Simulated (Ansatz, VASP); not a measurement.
## Two plane-wave programs on Zr

```
Zr
1.0
     3.01281    0.00000    0.00000
    -1.50641    2.60917    0.00000
     0.00000    0.00000    4.87715
Zr
2
Direct
  0.33333 0.66667 0.25000
  0.66667 0.33333 0.75000
```

Alike in both runs: task single point; functional LDA; k mesh 19 × 19 × 10; occupations fermi-dirac, width 0.1 eV; no spin polarisation.

|  | VASP | Ansatz |
| --- | --- | --- |
| version | VASP 6.6.1 | Ansatz 0.2.0 |
| potentials or method | VASP PAW LDA potentials, release 64 (Zr_sv), cutoff 520 eV | plane waves (420 eV) with PAW, scalar-relativistic |
| valence electrons in the cell | 24 | 24 |

Ansatz gave:

```
pressure (GPa)                                                : 16.4
traceless stress, the component that is largest in VASP (GPa) : 1.81
```

Problem. What did VASP give for the same quantities?

Solution. Pressure (GPa): 16.5; traceless stress, the component that is largest in VASP (GPa): 1.87.

Ansatz warns that its potentials were made for another functional, while VASP's fit it. LDA's correlation is that of Perdew and Zunger in VASP and of Perdew and Wang (1992) in Ansatz.
